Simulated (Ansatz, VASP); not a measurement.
W: VASP beside Ansatz

```xyz
4
Lattice="2.8466 0.0000 0.0000 0.0000 4.9279 0.0000 0.0000 0.0000 4.9885" Properties=species:S:1:pos:R:3 pbc="T T T"
W     2.2579    4.6166    3.7414
W     0.5888    2.1527    3.7414
W     0.5888    0.3112    1.2471
W     2.2579    2.7752    1.2471
```

Alike in both runs: task single point; functional PBE; k mesh 9 × 6 × 6; occupations fermi-dirac, width 0.05 eV; no spin polarisation.

```csv
,VASP,Ansatz
version,VASP 6.6.1,Ansatz 0.2.0
potentials or method,"VASP PAW PBE potentials, release 64 (W_sv)",Ansatz PAW
plane-wave cutoff (eV),520,420
valence electrons in the cell,56,56
```

Ansatz gave:

- gap on the k mesh at the Fermi level (eV): none
- pressure (GPa): -12.4
- traceless stress, the component that is largest in VASP (GPa): -0.60
- rms of the force components (eV/Å): 0.064

What did VASP give for the same quantities?

gap on the k mesh at the Fermi level (eV): none; pressure (GPa): -12.1; traceless stress, the component that is largest in VASP (GPa): -0.51; rms of the force components (eV/Å): 0.061.

Atom by atom the forces differ by 0.003 eV/Å (rms over components). A gap of «none» marks a metal or a gap that the smearing closes.

Neither program's run includes spin-orbit coupling.
